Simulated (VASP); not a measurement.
# AlGa3N4 (Pm) in VASP: a series of runs

AlGa3N4 is run at these levels: PBEsol; tasks: single point.

Everything below comes from runs of VASP 6.6.1. Logs are shortened: lines on timing, memory, paths and dates and some standing lists are left out, and cuts for length are marked.

## 1. The cell of the first run

The structure is monoclinic, space group Pm (No. 6). Conventional cell: a = 5.155 Å, b = 3.181 Å, c = 5.396 Å, α = 90.00°, β = 90.04°, γ = 90.00°. Within 2.5 Å of Al (site symmetry m) lie 4 N at 1.88 to 1.90 Å. Within 2.6 Å of Ga (site symmetry m) lie 4 N at 1.93 to 1.95 Å. Within 2.6 Å of Ga (site symmetry m) lie 4 N at 1.93 to 1.96 Å. Within 2.6 Å of Ga (site symmetry m) lie 4 N at 1.94 to 1.95 Å. N (site symmetry m) has 1 Al at 1.88 Å and 3 Ga at 1.94 to 1.95 Å within 2.5 Å. Within 2.5 Å of N (site symmetry m) lie 2 Al at 1.90 Å and 2 Ga at 1.95 to 1.96 Å. Within 2.6 Å of N (site symmetry m) lie 4 Ga at 1.93 to 1.95 Å. N (site symmetry m) has 1 Al at 1.90 Å and 3 Ga at 1.93 to 1.94 Å within 2.5 Å.

## 2. Single point, PBEsol

File INCAR:

```
ALGO = Normal
EDIFF = 1E-6
ENCUT = 520
GGA = PS
ISIF = 2
ISMEAR = 0
LASPH = True
LCHARG = True
LELF = True
LREAL = False
LVHAR = True
LWAVE = False
NBANDS = 41
NELM = 80
PREC = Accurate
SIGMA = 0.02
```

File KPOINTS:

```
k-points
0
Gamma
  6 8 6
```

File POSCAR:

```
AlGa3N4
1.0
    5.1548962075      0.0000000000      0.0000586643
    0.0000000000      3.1811220256      0.0000000000
   -0.0034022162      0.0000000000      5.3963168093
Al Ga N
1 3 4
Direct
    0.0001744703      0.5000000000      0.6678995561
    0.4984564793      0.5000000000      0.3343105357
    0.4983816269      0.0000000000      0.8307909683
    0.9990550348      0.0000000000      0.1668708266
    0.1203683609      0.5000000000      0.3381288902
    0.1181951540      0.0000000000      0.8243188193
    0.6209869378      0.0000000000      0.1683048548
    0.6319819459      0.5000000000      0.6693765490
```

Potentials or basis: VASP PAW PBE potentials, release 64 (Al, Ga_d, N).

Run with:

```bash
> cat potpaw_PBE.64/Al/POTCAR potpaw_PBE.64/Ga_d/POTCAR potpaw_PBE.64/N/POTCAR > POTCAR
> mpirun -np 1 vasp_std > vasp.out
```

OUTCAR:

```text
EDIFF = 1E-6
   ENCUT = 520
   GGA = PS
   ISIF = 2
   ISMEAR = 0
   LASPH = True
   LREAL = False
   NELM = 80
   PREC = Accurate

 ion  position               nearest neighbor table
   1  0.000  0.500  0.668-   5 1.88   8 1.90   6 1.90   6 1.90   4 3.13   4 3.13   4 3.14   4 3.14
                             2 3.14
   2  0.498  0.500  0.334-   7 1.93   7 1.93   8 1.93   5 1.95   1 3.14
   3  0.498  0.000  0.831-   7 1.93   8 1.94   8 1.94   6 1.96
   4  0.999  0.000  0.167-   5 1.94   5 1.94   6 1.95   7 1.95   1 3.13   1 3.13   1 3.14   1 3.14

   5  0.120  0.500  0.338-   1 1.88   4 1.94   4 1.94   2 1.95
   6  0.118  0.000  0.824-   1 1.90   1 1.90   4 1.95   3 1.96
   7  0.621  0.000  0.168-   3 1.93   2 1.93   2 1.93   4 1.95
   8  0.632  0.500  0.669-   1 1.90   2 1.93   3 1.94   3 1.94

  LATTYP: Found a simple monoclinic cell.
 ALAT       =     5.1548962078
 B/A-ratio  =     0.6171069014
 C/A-ratio  =     1.0468334694
 COS(beta)  =    -0.0006190896

  Lattice vectors:

 A1 = (   5.1548962075,   0.0000000000,   0.0000586643)
 A2 = (   0.0000000000,   3.1811220256,   0.0000000000)
 A3 = (  -0.0034022162,   0.0000000000,   5.3963168093)

Analysis of symmetry for initial positions (statically):
=====================================================================
 Subroutine PRICEL returns:
 Original cell was already a primitive cell.

 Routine SETGRP: Setting up the symmetry group for a
 simple monoclinic supercell.

 Subroutine GETGRP returns: Found  2 space group operations
 (whereof  2 operations were pure point group operations)
 out of a pool of  4 trial point group operations.

The static configuration has the point symmetry C_1h.

Analysis of symmetry for dynamics (positions and initial velocities):
=====================================================================
 Subroutine PRICEL returns:
 Original cell was already a primitive cell.

 Routine SETGRP: Setting up the symmetry group for a
 simple monoclinic supercell.

 Subroutine GETGRP returns: Found  2 space group operations
 (whereof  2 operations were pure point group operations)
 out of a pool of  4 trial point group operations.

The dynamic configuration has the point symmetry C_1h.

 Subroutine INISYM returns: Found  2 space group operations
 (whereof  2 operations are pure point group operations),
 and found     1 'primitive' translations

----------------------------------------------------------------------------------------

                                     Primitive cell

  volume of cell :      88.4907

  direct lattice vectors                    reciprocal lattice vectors
     5.154896208  0.000000000  0.000058664     0.193990325  0.000000000  0.000122305
     0.000000000  3.181122026  0.000000000     0.000000000  0.314354493  0.000000000
    -0.003402216  0.000000000  5.396316809    -0.000002109  0.000000000  0.185311580

  length of vectors
     5.154896208  3.181122026  5.396317882     0.193990364  0.314354493  0.185311580

  position of ions in fractional coordinates (direct lattice)
     0.000174470  0.500000000  0.667899556
     0.498456479  0.500000000  0.334310536
     0.498381627  0.000000000  0.830790968
     0.999055035  0.000000000  0.166870827
     0.120368361  0.500000000  0.338128890
     0.118195154  0.000000000  0.824318819
     0.620986938  0.000000000  0.168304855
     0.631981946  0.500000000  0.669376549

  ion indices of the primitive-cell ions
   primitive index   ion index
                 1           1
                 2           2
                 3           3
                 4           4
                 5           5
                 6           6
                 7           7
                 8           8

----------------------------------------------------------------------------------------

 KPOINTS: k-points

Automatic generation of k-mesh.
 Grid dimensions read from file:
 generate k-points for:    6    8    6

 Generating k-lattice:

  Cartesian coordinates                     Fractional coordinates (reciprocal lattice)
     0.032331721  0.000000000  0.000020384     0.166666667  0.000000000 -0.000000000
     0.000000000  0.039294312  0.000000000     0.000000000  0.125000000  0.000000000
    -0.000000351  0.000000000  0.030885263     0.000000000  0.000000000  0.166666667

  Length of vectors
     0.032331727  0.039294312  0.030885263

  Shift w.r.t. Gamma in fractional coordinates (k-lattice)
     0.000000000  0.000000000  0.000000000

 Subroutine IBZKPT returns following result:
 ===========================================

 Found    100 irreducible k-points:

 Following reciprocal coordinates:
            Coordinates               Weight
  0.000000  0.000000  0.000000      1.000000
  0.166667  0.000000 -0.000000      2.000000
  0.333333  0.000000  0.000000      2.000000
  0.500000  0.000000  0.000000      1.000000
  0.000000  0.125000  0.000000      2.000000
  0.166667  0.125000 -0.000000      4.000000
[... 16 lines left out ...]
  0.333333  0.000000  0.166667      2.000000
  0.500000  0.000000  0.166667      2.000000
 [... further k-points ...]
   k-points           NKPTS =    100   k-points in BZ     NKDIM =    100   number of bands    NBANDS=     41
   number of dos      NEDOS =    301   number of ions     NIONS =      8
   total plane-waves  NPLWV =  38400
   dimension x,y,z NGX =    40 NGY =   24 NGZ =   40
   dimension x,y,z NGXF=    80 NGYF=   48 NGZF=   80
   ions per type =               1   3   4
   NGX,Y,Z   is equivalent  to a cutoff of  12.90, 12.54, 12.32 a.u.
   NGXF,Y,Z  is equivalent  to a cutoff of  25.80, 25.08, 24.65 a.u.
 SYSTEM =  unknown system
   PREC   = accura    normal or accurate (medium, high low for compatibility)
   ISTART =      0    job   : 0-new  1-cont  2-samecut
   ICHARG =      2    charge: 1-file 2-atom 10-const
   ISPIN  =      1    spin polarized calculation?
   LNONCOLLINEAR =      F non collinear calculations
   LSORBIT =      F    spin-orbit coupling
   LASPH  =      T    aspherical Exc in radial PAW
   ENCUT  =  520.0 eV  38.22 Ry    6.18 a.u.   9.58  5.91 10.03*2*pi/ulx,y,z
   NELM   =     80;   NELMIN=  2; NELMDL= -5     # of ELM steps
   EDIFF  = 0.1E-05   stopping-criterion for ELM
   LREAL  =      F    real-space projection
   EDIFFG = 0.1E-04   stopping-criterion for IOM
   NSW    =      0    number of steps for IOM
   IBRION =     -1    ionic relax: 0-MD 1-quasi-New 2-CG
   NFREE  =      0    steps in history (QN), initial steepest desc. (CG)
   ISIF   =      2    stress and relaxation
   ISYM   =      2    0-nonsym 1-usesym 2-fastsym
   POTIM  = 0.5000    time-step for ionic-motion
   TEBEG  =    0.0;   TEEND  =   0.0 temperature during run
   PSTRESS=    0.0 pullay stress
   NELECT =      62.0000    total number of electrons
   NUPDOWN=      -1.0000    fix difference up-down
   EMIN   =  10.00;   EMAX   =-10.00  energy-range for DOS
   EFERMI =   0.00;   METHOD = LEGACY
   ISMEAR =     0;   SIGMA  =   0.02  broadening in eV -4-tet -1-fermi 0-gaus
   EFERMI_NEDOS =   21; number of points for ismear=-14 and -15
   IALGO  =     38    algorithm
   IMIX   =      4    mixing-type and parameters
     AMIX     =   0.40;   BMIX     =  1.00
     AMIX_MAG =   1.60;   BMIX_MAG =  1.00
  volume/ion in A,a.u.               =      11.06        74.65
  Fermi-wavevector in a.u.,A,eV,Ry     =   1.454028  2.747715 28.765410  2.114198
  Thomas-Fermi vector in A             =   2.571226
   LORBIT       =      0    0 simple, 1 ext, 2 COOP (PROOUT), +10 PAW based schemes
   GGA     = PS    functional components
   LHFCALC =     F    Hartree Fock is set to
   AEXX    =    0.0000 exact exchange contribution
   IVDW    =     0    specifies the selected vdW correction
   LEPSILON=     F    determine dielectric tensor
   LRPA    =     F    only Hartree local field effects (RPA)
 non-spin polarized calculation
 Gauss-broadening in eV      SIGMA  =   0.02
  energy-cutoff  :      520.00
  volume of cell :       88.49
 maximum number of plane-waves:      2412
 NGX is ok and might be reduce to    40
   NGX = 19   NGY = 11   NGZ = 21

 number of electron      61.9999981 magnetization

 Free energy of the ion-electron system (eV)
  ---------------------------------------------------
  ext. energy  EPLUGINS =         0.00000000
  ---------------------------------------------------
  free energy    TOTEN  =       -55.00839394 eV

  energy without entropy =      -55.00839394  energy(sigma->0) =      -55.00839394

 E-fermi :   5.7052     XC(G=0): -11.7752

 val. band max:        5.5598311674   @ k =   0.0000   0.0000   0.0000
 cond. band min:       7.9250604981   @ k =   0.0000   0.0000   0.0000
 fundamental gap:      2.3652293307
 Fermi energy:         5.7051766660

 k-point     1 :       0.0000    0.0000    0.0000
  band No.  band energies     occupation
      1     -10.3727      2.00000
      2      -9.3833      2.00000
      3      -9.1824      2.00000
      4      -8.9036      2.00000
      5      -7.7312      2.00000
      6      -7.7214      2.00000
[... 33 lines left out ...]
     40      15.8423      0.00000
     41      15.9520      0.00000

 k-point     2 :       0.1667    0.0000   -0.0000
  band No.  band energies     occupation
      1     -10.2861      2.00000
      2      -9.3903      2.00000
      3      -9.1927      2.00000
      4      -8.9044      2.00000
      5      -7.7296      2.00000
      6      -7.7189      2.00000
[... 33 lines left out ...]
     40      15.8194      0.00000
     41      16.0594      0.00000

 k-point     3 :       0.3333    0.0000    0.0000
  band No.  band energies     occupation
      1     -10.0546      2.00000
      2      -9.4719      2.00000
      3      -9.2065      2.00000
      4      -8.9012      2.00000
      5      -7.7262      2.00000
      6      -7.7132      2.00000
[... 875 lines left out ...]
      2      -9.4431      2.00000
      3      -9.2279      2.00000
      4      -8.9234      2.00000
      5      -7.7136      2.00000
      6      -7.7094      2.00000
[... 33 lines left out ...]
     40      15.7435      0.00000
     41      15.8990      0.00000

 k-point    24 :       0.5000    0.0000    0.1667
  band No.  band energies     occupation
      1      -9.7800      2.00000
      2      -9.5804      2.00000
      3      -9.2242      2.00000
      4      -8.9210      2.00000
      5      -7.7103      2.00000
      6      -7.7083      2.00000
[... 33 lines left out ...]
     40      15.5838      0.00000
     41      15.9925      0.00000

 [... further k-points ...]
[... 5 lines left out ...]
  --------------------------------------------------------------------------------------
  -------------------------------------------------------------------------------------
  Total       -0.0778784     -0.0958205      2.3368915      0.0000000      0.0000000     -0.0203764
  in kB       -1.4100350     -1.7348876     42.3108195      0.0000000      0.0000000     -0.3689274
  external PRESSURE =      13.0552990 kB  Pullay stress =       0.0000000 kB

 VOLUME and BASIS-vectors are now :
 -----------------------------------------------------------------------------
  energy-cutoff  :      520.00
  volume of cell :       88.49
      direct lattice vectors                 reciprocal lattice vectors
     5.154896208  0.000000000  0.000058664     0.193990325  0.000000000  0.000122305
     0.000000000  3.181122026  0.000000000     0.000000000  0.314354493  0.000000000
    -0.003402216  0.000000000  5.396316809    -0.000002109  0.000000000  0.185311580

 POSITION                                       TOTAL-FORCE (eV/Angst)
 -----------------------------------------------------------------------------------
     -0.00137      1.59056      3.60420        -0.001580      0.000000      0.002189
      2.56835      1.59056      1.80407         0.003509      0.000000      0.001165
      2.56628      0.00000      4.48324         0.005477      0.000000      0.002901
      5.14946      0.00000      0.90055        -0.003129      0.000000      0.000105
      0.61934      1.59056      1.82466         0.003093      0.000000     -0.010820
      0.60648      0.00000      4.44829         0.005451      0.000000      0.005914
      3.20055      0.00000      0.90826        -0.002747      0.000000     -0.001920
      3.25552      1.59056      3.61220        -0.010074      0.000000      0.000467
 -----------------------------------------------------------------------------------
    total drift:                               -0.000774      0.000000     -0.000461

  FREE ENERGIE OF THE ION-ELECTRON SYSTEM (eV)
  ---------------------------------------------------
  free  energy   TOTEN  =       -55.0083939353 eV

  energy  without entropy=      -55.0083939353  energy(sigma->0) =      -55.00839394
```

Run time: 5.3 min. Hardware: 1 thread of Intel Xeon Platinum 8259CL at 2.50GHz (Skylake/Cascade Lake), shared host; peak memory 0.39 GiB.

Results:

```yaml
Free_energy: -55.0084 eV
Pressure: 1.3 GPa
Largest_force: 0.011 eV/Å
Band_gap_on_the_k_mesh: 2.37 eV, direct
```

Forces in eV/Å, atoms in the order of the input:
```
Al  -0.002  0.000  0.002
Ga   0.004  0.000  0.001
Ga   0.005  0.000  0.003
Ga  -0.003  0.000  0.000
N    0.003  0.000 -0.011
N    0.005  0.000  0.006
N   -0.003  0.000 -0.002
N   -0.010  0.000  0.000
```

Caveat: the PAW data sets were made with another functional, which shifts forces and pressure a little.

## 3. Single point, PBEsol

This run uses another cell than the first one, of 11.15 Å³/atom, 1.008 times its volume.

File INCAR:

```
PREC = Accurate
ENCUT = 520
EDIFF = 1E-6
ISMEAR = 0
SIGMA = 0.02
LREAL = F
LASPH = T
NELM = 100
ALGO = Normal
ISIF = 2
LWAVE = F
LCHARG = F
GGA = PS
NBANDS = 41
```

File KPOINTS:

```
Automatic mesh
0
Gamma
  6 8 6
```

File POSCAR:

```
AlGa3N4
1.0
    5.1423512040      0.0000000000      0.0000000000
    0.0000000000      3.1649848011      0.0000000000
   -0.0034562421      0.0000000000      5.4784942212
Al Ga N
1 3 4
Direct
    0.0006034235      0.5000000000      0.6673576246
    0.4991167026      0.5000000000      0.3349195796
    0.4990273840      0.0000000000      0.8315570006
    0.9998617813      0.0000000000      0.1661805284
    0.1196687536      0.5000000000      0.3400974151
    0.1176459797      0.0000000000      0.8263760593
    0.6204436392      0.0000000000      0.1662162869
    0.6312323461      0.5000000000      0.6672965055
```

Potentials or basis: VASP PAW PBE potentials, release 64 (Al, Ga_d, N).

Run with:

```bash
> cat potpaw_PBE.64/Al/POTCAR potpaw_PBE.64/Ga_d/POTCAR potpaw_PBE.64/N/POTCAR > POTCAR
> mpirun -np 1 vasp_std > vasp.out
```

Wall time 6.8 min (1 thread of Intel Xeon Platinum 8259CL at 2.50GHz (Skylake/Cascade Lake), shared host); peak memory 0.39 GiB.

Results (log left out):

| Property | Result |
| --- | --- |
| Free energy | -55.0264 eV |
| Pressure | -0.1 GPa |
| Largest force | 0.013 eV/Å |
| Band gap on the k mesh | 2.38 eV, direct |

Forces in eV/Å, atoms in the order of the input:
```
Al   0.003  0.000  0.001
Ga   0.005  0.000  0.000
Ga   0.008  0.000  0.001
Ga  -0.008  0.000  0.003
N    0.003  0.000 -0.008
N    0.003  0.000  0.005
N    0.000  0.000 -0.001
N   -0.013  0.000 -0.001
```

Levels at points of the mesh, in eV from the valence-band top:
| k point | band 29 | band 30 | band 31 | band 32 | band 33 | band 34 |
| --- | --- | --- | --- | --- | --- | --- |
| (0.00, 0.00, 0.00) | -0.09 | -0.03 | 0.00 | 2.38 | 4.62 | 5.17 |
| (0.50, 0.00, 0.00) | -0.67 | -0.36 | -0.36 | 4.40 | 4.48 | 4.58 |
| (0.00, 0.50, 0.00) | -2.06 | -1.84 | -1.80 | 5.56 | 5.59 | 6.88 |
| (0.50, 0.50, 0.00) | -1.47 | -1.44 | -1.42 | 5.71 | 5.88 | 5.97 |
| (0.00, 0.00, 0.50) | -0.61 | -0.58 | -0.34 | 4.57 | 4.73 | 6.11 |
| (0.50, 0.00, 0.50) | -1.18 | -1.14 | -1.10 | 5.32 | 5.38 | 5.46 |
| (0.00, 0.50, 0.50) | -2.15 | -0.98 | -0.87 | 4.83 | 5.16 | 5.61 |
| (0.50, 0.50, 0.50) | -1.74 | -1.66 | -1.64 | 4.32 | 4.40 | 4.47 |

Caveat: the PAW data sets were made with another functional, which shifts forces and pressure a little. PBEsol gaps usually lie below the measured ones, often by a third to a half.
